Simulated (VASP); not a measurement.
# CdCoC4N4 (P-43m) in VASP: notebook

Runs on CdCoC4N4. Level: PBE. Tasks: single point.

Everything below comes from runs of VASP 6.6.1. Logs are shortened: lines on timing, memory, paths and dates and some standing lists are left out, and cuts for length are marked.

## (1) The cell of the first run

Symmetry: P-43m, No. 215, cubic system. Conventional cell: a = 5.980 Å, b = 5.980 Å, c = 5.980 Å, α = 90.00°, β = 90.00°, γ = 90.00°. Cd (site symmetry -43m) has 4 C at 2.00 Å within 2.7 Å. Within 2.7 Å of Co (site symmetry -43m) lie 4 N at 2.01 Å. C (site symmetry 3m) has 1 N at 1.17 Å within 1.6 Å. Within 1.6 Å of N (site symmetry 3m) lie 1 C at 1.17 Å.

## (2) Single point, PBE, collinear spin, ferromagnetic start

Input file INCAR:

```
SYSTEM = CdCoC4N4
PREC = Accurate
ENCUT = 520
EDIFF = 1E-6
ISMEAR = 0
SIGMA = 0.1
LREAL = .False.
LASPH = .True.
NELM = 150
ALGO = Normal
ISIF = 2
LWAVE = .False.
LCHARG = .True.
ISPIN = 2
MAGMOM = 0 3 0 0 0 0 0 0 0 0
LORBIT = 11
LMAXMIX = 4
GGA = PE
LELF = .True.
LVHAR = .True.
NBANDS = 44
```

Input file KPOINTS:

```
regular mesh
0
Gamma
  4 4 4
  0 0 0
```

Input file POSCAR:

```
CdCoC4N4
1.0
    5.9796167400      0.0000000000      0.0000000000
    0.0000000000      5.9796167400      0.0000000000
    0.0000000000      0.0000000000      5.9796167400
Cd Co C N
1 1 4 4
Direct
    0.0000000000      0.0000000000      0.0000000000
    0.5000000000      0.5000000000      0.5000000000
    0.1932026600      0.1932026600      0.1932026600
    0.1932026600      0.8067973400      0.8067973400
    0.8067973400      0.1932026600      0.8067973400
    0.8067973400      0.8067973400      0.1932026600
    0.3061697400      0.3061697400      0.3061697400
    0.3061697400      0.6938302600      0.6938302600
    0.6938302600      0.3061697400      0.6938302600
    0.6938302600      0.6938302600      0.3061697400
```

Potentials or basis: VASP PAW PBE potentials, release 64 (Cd, Co, C, N).

The run is started by

```sh
cat potpaw_PBE.64/Cd/POTCAR potpaw_PBE.64/Co/POTCAR potpaw_PBE.64/C/POTCAR potpaw_PBE.64/N/POTCAR > POTCAR
mpirun -np 1 vasp_std > vasp.out
```

OUTCAR:

```text
SYSTEM = CdCoC4N4
   PREC = Accurate
   ENCUT = 520
   EDIFF = 1E-6
   ISMEAR = 0
   LREAL = .False.
   LASPH = .True.
   NELM = 150
   ISIF = 2
   ISPIN = 2
   LORBIT = 11
   GGA = PE

 ion  position               nearest neighbor table
   1  0.000  0.000  0.000-   3 2.00   4 2.00   5 2.00   6 2.00
   2  0.500  0.500  0.500-   7 2.01   8 2.01   9 2.01  10 2.01
   3  0.193  0.193  0.193-   7 1.17   1 2.00
   4  0.193  0.807  0.807-   8 1.17   1 2.00
   5  0.807  0.193  0.807-   9 1.17   1 2.00
   6  0.807  0.807  0.193-  10 1.17   1 2.00
   7  0.306  0.306  0.306-   3 1.17   2 2.01
   8  0.306  0.694  0.694-   4 1.17   2 2.01
   9  0.694  0.306  0.694-   5 1.17   2 2.01
  10  0.694  0.694  0.306-   6 1.17   2 2.01

  LATTYP: Found a simple cubic cell.
 ALAT       =     5.9796167400

  Lattice vectors:

 A1 = (   5.9796167400,   0.0000000000,   0.0000000000)
 A2 = (   0.0000000000,   5.9796167400,   0.0000000000)
 A3 = (   0.0000000000,   0.0000000000,   5.9796167400)

Analysis of symmetry for initial positions (statically):
=====================================================================
 Subroutine PRICEL returns:
 Original cell was already a primitive cell.

 Routine SETGRP: Setting up the symmetry group for a
 simple cubic supercell.

 Subroutine GETGRP returns: Found 24 space group operations
 (whereof 24 operations were pure point group operations)
 out of a pool of 48 trial point group operations.

The static configuration has the point symmetry T_d .

Analysis of symmetry for dynamics (positions and initial velocities):
=====================================================================
 Subroutine PRICEL returns:
 Original cell was already a primitive cell.

 Routine SETGRP: Setting up the symmetry group for a
 simple cubic supercell.

 Subroutine GETGRP returns: Found 24 space group operations
 (whereof 24 operations were pure point group operations)
 out of a pool of 48 trial point group operations.

The dynamic configuration has the point symmetry T_d .

Analysis of structural, dynamic, and magnetic symmetry:
=====================================================================
 Subroutine PRICEL returns:
 Original cell was already a primitive cell.

 Routine SETGRP: Setting up the symmetry group for a
 simple cubic supercell.

 Subroutine GETGRP returns: Found 24 space group operations
 (whereof 24 operations were pure point group operations)
 out of a pool of 48 trial point group operations.

The overall configuration has the point symmetry T_d .

[... 149 lines left out ...]

 val. band max:       -2.0672816828   @ k =   0.5000   0.0000   0.0000
 cond. band min:      -0.6347951572   @ k =   0.0000   0.0000   0.0000
 fundamental gap:      1.4324865256
 Fermi energy:        -1.5786291848

 spin component 1

 k-point     1 :       0.0000    0.0000    0.0000
  band No.  band energies     occupation
      1     -18.8609      1.00000
      2     -18.7514      1.00000
      3     -18.7514      1.00000
      4     -18.7514      1.00000
      5     -10.3705      1.00000
      6     -10.3705      1.00000
[... 419 lines left out ...]
     39       5.5561      0.00000
     40       5.9758      0.00000
 Fermi energy:        -1.5786291848

 spin component 2

 k-point     1 :       0.0000    0.0000    0.0000
  band No.  band energies     occupation
      1     -18.7903      1.00000
      2     -18.6812      1.00000
      3     -18.6812      1.00000
      4     -18.6812      1.00000
      5     -10.3462      1.00000
      6     -10.3462      1.00000
[... 419 lines left out ...]
     39       5.9997      0.00000
     40       6.1030      0.00000
 [bands above 40 left out]

------------------------ aborting loop because EDIFF is reached ----------------------------------------

  FORCE on cell =-STRESS in cart. coord.  units (eV):
  Direction    XX          YY          ZZ          XY          YZ          ZX
  --------------------------------------------------------------------------------------
  -------------------------------------------------------------------------------------
  Total        5.4911073      5.4911073      5.4911073      0.0000000      0.0000000      0.0000000
  in kB       41.1481640     41.1481640     41.1481640      0.0000000      0.0000000      0.0000000
  external PRESSURE =      41.1481640 kB  Pullay stress =       0.0000000 kB

 VOLUME and BASIS-vectors are now :
 -----------------------------------------------------------------------------
  energy-cutoff  :      520.00
  volume of cell :      213.81
      direct lattice vectors                 reciprocal lattice vectors
     5.979616740  0.000000000  0.000000000     0.167234798  0.000000000  0.000000000
     0.000000000  5.979616740  0.000000000     0.000000000  0.167234798  0.000000000
     0.000000000  0.000000000  5.979616740     0.000000000  0.000000000  0.167234798

 POSITION                                       TOTAL-FORCE (eV/Angst)
 -----------------------------------------------------------------------------------
      0.00000      0.00000      0.00000        -0.000000     -0.000000      0.000000
      2.98981      2.98981      2.98981        -0.000000     -0.000000      0.000000
      1.15528      1.15528      1.15528         1.752903      1.752903      1.752903
      1.15528      4.82434      4.82434         1.752903     -1.752903     -1.752903
      4.82434      1.15528      4.82434        -1.752903      1.752903     -1.752903
      4.82434      4.82434      1.15528        -1.752903     -1.752903      1.752903
      1.83078      1.83078      1.83078         0.402830      0.402830      0.402830
      1.83078      4.14884      4.14884         0.402830     -0.402830     -0.402830
      4.14884      1.83078      4.14884        -0.402830      0.402830     -0.402830
      4.14884      4.14884      1.83078        -0.402830     -0.402830      0.402830
 -----------------------------------------------------------------------------------
    total drift:                               -0.000000     -0.000000     -0.000000

  FREE ENERGIE OF THE ION-ELECTRON SYSTEM (eV)
  ---------------------------------------------------
  free  energy   TOTEN  =       -72.5235263659 eV

  energy  without entropy=      -72.5235263659  energy(sigma->0) =      -72.52352637

 total charge

# of ion       s       p       d       tot
------------------------------------------
    1        0.523   0.738   9.503  10.763
    2        0.337   0.427   7.032   7.795
    3        0.966   1.633   0.000   2.599
    4        0.966   1.633   0.000   2.599
    5        0.966   1.633   0.000   2.599
    6        0.966   1.633   0.000   2.599
    7        1.299   2.586   0.000   3.885
    8        1.299   2.586   0.000   3.885
    9        1.299   2.586   0.000   3.885
   10        1.299   2.586   0.000   3.885
--------------------------------------------------
tot          9.919  18.042  16.535  44.496

 magnetization (x)

# of ion       s       p       d       tot
------------------------------------------
    1        0.001   0.004   0.005   0.010
    2        0.011   0.057   2.489   2.558
    3        0.003   0.021   0.000   0.024
    4        0.003   0.021   0.000   0.024
    5        0.003   0.021   0.000   0.024
    6        0.003   0.021   0.000   0.024
    7        0.009   0.028   0.000   0.038
    8        0.009   0.028   0.000   0.038
    9        0.009   0.028   0.000   0.038
   10        0.009   0.028   0.000   0.038
--------------------------------------------------
tot          0.060   0.258   2.494   2.813
```

OSZICAR:

```text
N       E                     dE             d eps       ncg     rms          rms(c)
DAV:   1     0.432401763123E+03    0.43240E+03   -0.25645E+04  1760   0.116E+03
DAV:   2    -0.291325691418E+02   -0.46153E+03   -0.43731E+03  1996   0.297E+02
DAV:   3    -0.837573560657E+02   -0.54625E+02   -0.53352E+02  2200   0.109E+02
DAV:   4    -0.855206964461E+02   -0.17633E+01   -0.17402E+01  1984   0.234E+01
DAV:   5    -0.855674681968E+02   -0.46772E-01   -0.46695E-01  2316   0.354E+00    0.342E+01
DAV:   6    -0.104847629447E+03   -0.19280E+02   -0.12612E+02  2436   0.112E+02    0.777E+01
DAV:   7    -0.748456532533E+02    0.30002E+02   -0.43013E+01  2304   0.663E+01    0.237E+01
DAV:   8    -0.726942640437E+02    0.21514E+01   -0.24995E+01  2292   0.775E+01    0.149E+01
DAV:   9    -0.728501695553E+02   -0.15591E+00   -0.35182E+00  2240   0.104E+01    0.663E+00
DAV:  10    -0.725535621339E+02    0.29661E+00   -0.82722E-01  2496   0.887E+00    0.202E+00
DAV:  11    -0.725178239156E+02    0.35738E-01   -0.24932E-01  2420   0.457E+00    0.107E+00
DAV:  12    -0.725223460506E+02   -0.45221E-02   -0.32545E-02  2520   0.140E+00    0.445E-01
DAV:  13    -0.725231959204E+02   -0.84987E-03   -0.40206E-03  2292   0.543E-01    0.221E-01
DAV:  14    -0.725234210984E+02   -0.22518E-03   -0.11103E-03  2124   0.246E-01    0.116E-01
DAV:  15    -0.725235039066E+02   -0.82808E-04   -0.13224E-04  2452   0.101E-01    0.716E-02
DAV:  16    -0.725235225625E+02   -0.18656E-04   -0.52570E-05  2152   0.939E-02    0.420E-02
DAV:  17    -0.725235265779E+02   -0.40154E-05   -0.86804E-06  2104   0.194E-02    0.205E-02
DAV:  18    -0.725235263659E+02    0.21202E-06   -0.11100E-06  1504   0.986E-03
   1 F= -.72523526E+02 E0= -.72523526E+02  d E =-.694842E-12  mag=     3.0001
```

stdout:

```text
POSCAR found type information on POSCAR CdCoC N
 POSCAR found :  4 types and      10 ions
 scaLAPACK will be used
 LDA part: xc-table for (Slater+PW92), standard interpolation
 POSCAR, INCAR and KPOINTS ok, starting setup
 FFT: planning ... GRIDC
 FFT: planning ... GRID_SOFT
 FFT: planning ... GRID
 WAVECAR not read
 entering main loop
```

It took 3.8 min on 1 thread of Intel Xeon Platinum 8259CL at 2.50GHz (Skylake/Cascade Lake), shared host; peak memory 0.49 GiB.

What came out:

* Free energy: -72.5235 eV
* Pressure: 4.1 GPa
* Largest force: 3.036 eV/Å
* Band gap on the k mesh: 1.43 eV (least direct gap 1.49 eV)
* Net moment: 3.00 μB per cell
* Site moments: Cd +0.01; Co +2.56; C +0.02; N +0.04 μB
* Valence electrons inside the program's atomic spheres: Cd 10.76; Co 7.79; C 2.60; N 3.88

Forces in eV/Å, atoms in the order of the input:
```
Cd   0.000  0.000  0.000
Co   0.000  0.000  0.000
C    1.753  1.753  1.753
C    1.753 -1.753 -1.753
C   -1.753  1.753 -1.753
C   -1.753 -1.753  1.753
N    0.403  0.403  0.403
N    0.403 -0.403 -0.403
N   -0.403  0.403 -0.403
N   -0.403 -0.403  0.403
```

Caveat: the cell stands under pressure; a cell with one magnetic atom can't hold antiferromagnetic order, which such compounds often take; forces of over 1 eV/Å act on the atoms, so gaps and moduli don't describe the material at rest.

## (3) Single point, PBE, collinear spin, ferromagnetic start

This run uses another cell than the first one, of 22.92 Å³/atom.

Input file INCAR:

```
ALGO     = Normal         # electronic algorithm
EDIFF    = 1E-6           # SCF threshold, eV
ENCUT    = 520            # plane-wave cutoff, eV
GGA      = PE             # functional
ISIF     = 2              # what is computed and relaxed
ISMEAR   = 0              # smearing method
ISPIN    = 2              # spin polarisation
LASPH    = T              # aspherical terms in the spheres
LCHARG   = F              # write CHGCAR
LMAXMIX  = 4              # l up to which the mixer works
LORBIT   = 11             # projections on sites
LREAL    = F              # projectors in reciprocal space
LWAVE    = F              # write WAVECAR
MAGMOM   = 0 3 0 0 0 0 0 0 0 0 # initial moments
NBANDS   = 44             # bands
NELM     = 150            # most SCF steps
PREC     = Accurate       # precision mode
SIGMA    = 0.1            # smearing width, eV
```

Input file KPOINTS:

```
k-points
0
Gamma
  4 4 4
```

Input file POSCAR:

```
CdCoC4N4
1.0
    6.1201116329      0.0000000000      0.0000000000
    0.0000000000      6.1201116329      0.0000000000
    0.0000000000      0.0000000000      6.1201116329
Cd Co C N
1 1 4 4
Direct
    0.0000000000      0.0000000000      0.0000000000
    0.5000000000      0.5000000000      0.5000000000
    0.2091442693      0.2091442693      0.2091442693
    0.2091442693      0.7908557307      0.7908557307
    0.7908557307      0.2091442693      0.7908557307
    0.7908557307      0.7908557307      0.2091442693
    0.3191531091      0.3191531091      0.3191531091
    0.3191531091      0.6808468909      0.6808468909
    0.6808468909      0.3191531091      0.6808468909
    0.6808468909      0.6808468909      0.3191531091
```

Potentials or basis: VASP PAW PBE potentials, release 64 (Cd, Co, C, N).

The run is started by

```sh
cat potpaw_PBE.64/Cd/POTCAR potpaw_PBE.64/Co/POTCAR potpaw_PBE.64/C/POTCAR potpaw_PBE.64/N/POTCAR > POTCAR
mpirun -np 1 vasp_std > vasp.out
```

OUTCAR:

```text
EDIFF = 1E-6
   ENCUT = 520
   GGA = PE
   ISIF = 2
   ISMEAR = 0
   ISPIN = 2
   LASPH = T
   LORBIT = 11
   LREAL = F
   NELM = 150
   PREC = Accurate

 ion  position               nearest neighbor table
   1  0.000  0.000  0.000-   3 2.22   4 2.22   5 2.22   6 2.22
   2  0.500  0.500  0.500-   7 1.92   8 1.92   9 1.92  10 1.92
   3  0.209  0.209  0.209-   7 1.17   1 2.22
   4  0.209  0.791  0.791-   8 1.17   1 2.22
   5  0.791  0.209  0.791-   9 1.17   1 2.22
   6  0.791  0.791  0.209-  10 1.17   1 2.22
   7  0.319  0.319  0.319-   3 1.17   2 1.92
   8  0.319  0.681  0.681-   4 1.17   2 1.92
   9  0.681  0.319  0.681-   5 1.17   2 1.92
  10  0.681  0.681  0.319-   6 1.17   2 1.92

  LATTYP: Found a simple cubic cell.
 ALAT       =     6.1201116329
[... 1099 lines left out ...]
      4.16686      1.95325      4.16686        -0.212264      0.212264     -0.212264
      4.16686      4.16686      1.95325        -0.212264     -0.212264      0.212264
 -----------------------------------------------------------------------------------
    total drift:                               -0.000000     -0.000000      0.000000

  FREE ENERGIE OF THE ION-ELECTRON SYSTEM (eV)
  ---------------------------------------------------
  free  energy   TOTEN  =       -73.8160219910 eV

  energy  without entropy=      -73.8160219909  energy(sigma->0) =      -73.81602199

 total charge

# of ion       s       p       d       tot
------------------------------------------
    1        0.401   0.420   9.536  10.356
    2        0.397   0.555   7.100   8.053
    3        0.960   1.607   0.000   2.567
    4        0.960   1.607   0.000   2.567
    5        0.960   1.607   0.000   2.567
    6        0.960   1.607   0.000   2.567
    7        1.303   2.605   0.000   3.908
    8        1.303   2.605   0.000   3.908
    9        1.303   2.605   0.000   3.908
   10        1.303   2.605   0.000   3.908
--------------------------------------------------
tot          9.848  17.826  16.636  44.310

 magnetization (x)

# of ion       s       p       d       tot
------------------------------------------
    1        0.001   0.002   0.003   0.006
    2        0.011   0.081   2.391   2.482
    3        0.004   0.029   0.000   0.033
    4        0.004   0.029   0.000   0.033
    5        0.004   0.029   0.000   0.033
    6        0.004   0.029   0.000   0.033
    7        0.010   0.027   0.000   0.037
    8        0.010   0.027   0.000   0.037
    9        0.010   0.027   0.000   0.037
   10        0.010   0.027   0.000   0.037
--------------------------------------------------
tot          0.067   0.308   2.393   2.769
```

OSZICAR:

```text
N       E                     dE             d eps       ncg     rms          rms(c)
DAV:   1     0.422886641851E+03    0.42289E+03   -0.25282E+04  1760   0.115E+03
DAV:   2    -0.280657726207E+02   -0.45095E+03   -0.42554E+03  2036   0.291E+02
DAV:   3    -0.849593361966E+02   -0.56894E+02   -0.55616E+02  2192   0.111E+02
DAV:   4    -0.868588708718E+02   -0.18995E+01   -0.18785E+01  2092   0.242E+01
DAV:   5    -0.868969606335E+02   -0.38090E-01   -0.38057E-01  2244   0.330E+00    0.305E+01
DAV:   6    -0.103379254051E+03   -0.16482E+02   -0.10785E+02  2408   0.115E+02    0.791E+01
DAV:   7    -0.768466986135E+02    0.26533E+02   -0.38358E+01  2336   0.702E+01    0.232E+01
DAV:   8    -0.737523209821E+02    0.30944E+01   -0.14026E+01  2480   0.722E+01    0.125E+01
DAV:   9    -0.740932212441E+02   -0.34090E+00   -0.31765E+00  2192   0.871E+00    0.630E+00
DAV:  10    -0.738415569361E+02    0.25166E+00   -0.71257E-01  2584   0.737E+00    0.205E+00
DAV:  11    -0.738101258887E+02    0.31431E-01   -0.25321E-01  2312   0.541E+00    0.114E+00
DAV:  12    -0.738156177581E+02   -0.54919E-02   -0.37482E-02  2272   0.108E+00    0.728E-01
DAV:  13    -0.738156337188E+02   -0.15961E-04   -0.41188E-03  2380   0.663E-01    0.468E-01
DAV:  14    -0.738160016582E+02   -0.36794E-03   -0.73219E-04  2228   0.167E-01    0.278E-01
DAV:  15    -0.738160397404E+02   -0.38082E-04   -0.19038E-04  2100   0.104E-01    0.126E-01
DAV:  16    -0.738160197413E+02    0.19999E-04   -0.87335E-05  2520   0.104E-01    0.669E-02
DAV:  17    -0.738160212069E+02   -0.14656E-05   -0.38415E-05  2412   0.642E-02    0.267E-02
DAV:  18    -0.738160219910E+02   -0.78403E-06   -0.80929E-06  1868   0.132E-02
   1 F= -.73816022E+02 E0= -.73816022E+02  d E =-.433301E-10  mag=     3.0006
```

Wall time 3.7 min (1 thread of Intel Xeon Platinum 8259CL at 2.50GHz (Skylake/Cascade Lake), shared host); peak memory 0.49 GiB.

What came out:

| Quantity | Value |
| --- | --- |
| Free energy | -73.8160 eV |
| Pressure | 0.8 GPa |
| Largest force | 0.368 eV/Å |
| Band gap on the k mesh | 1.50 eV (least direct gap 1.55 eV) |
| Net moment | 3.00 μB per cell |
| Site moments | Cd +0.01; Co +2.48; C +0.03; N +0.04 μB |
| Valence electrons inside the program's atomic spheres | Cd 10.36; Co 8.05; C 2.57; N 3.91 |

Forces on the atoms (eV/Å):
```
Cd   0.000  0.000  0.000
Co   0.000  0.000  0.000
C   -0.174 -0.174 -0.174
C   -0.174  0.174  0.174
C    0.174 -0.174  0.174
C    0.174  0.174 -0.174
N    0.212  0.212  0.212
N    0.212 -0.212 -0.212
N   -0.212  0.212 -0.212
N   -0.212 -0.212  0.212
```

Levels at points of the mesh, in eV from the valence-band top:
Spin up:
| k point | band 26 | band 27 | band 28 | band 29 | band 30 | band 31 | band 32 | band 33 | band 34 | band 35 |
| --- | --- | --- | --- | --- | --- | --- | --- | --- | --- | --- |
| (0.00, 0.00, 0.00) | -1.26 | -1.26 | -1.01 | -1.01 | -1.01 | 4.48 | 4.48 | 4.48 | 5.15 | 5.15 |
| (0.50, 0.00, 0.00) | -1.22 | -1.17 | -1.02 | -0.78 | -0.78 | 4.54 | 4.54 | 4.69 | 4.98 | 5.23 |
| (0.50, 0.50, 0.00) | -1.20 | -1.16 | -1.05 | -0.78 | -0.78 | 4.74 | 4.74 | 4.77 | 4.80 | 5.51 |
| (0.50, 0.50, 0.50) | -1.15 | -1.15 | -1.03 | -1.03 | -1.03 | 4.71 | 4.71 | 4.71 | 5.35 | 5.35 |
Spin down:
| k point | band 24 | band 25 | band 26 | band 27 | band 28 | band 29 | band 30 | band 31 |
| --- | --- | --- | --- | --- | --- | --- | --- | --- |
| (0.00, 0.00, 0.00) | -2.16 | -2.16 | -0.07 | -0.07 | 1.50 | 1.50 | 1.50 | 4.83 |
| (0.50, 0.00, 0.00) | -2.11 | -2.11 | -0.04 | -0.03 | 1.59 | 1.66 | 1.66 | 4.73 |
| (0.50, 0.50, 0.00) | -2.10 | -2.10 | -0.04 | 0.00 | 1.57 | 1.68 | 1.68 | 4.82 |
| (0.50, 0.50, 0.50) | -2.19 | -2.19 | 0.00 | 0.00 | 1.55 | 1.55 | 1.55 | 4.96 |

Caveat: a cell with one magnetic atom can't hold antiferromagnetic order, which such compounds often take.
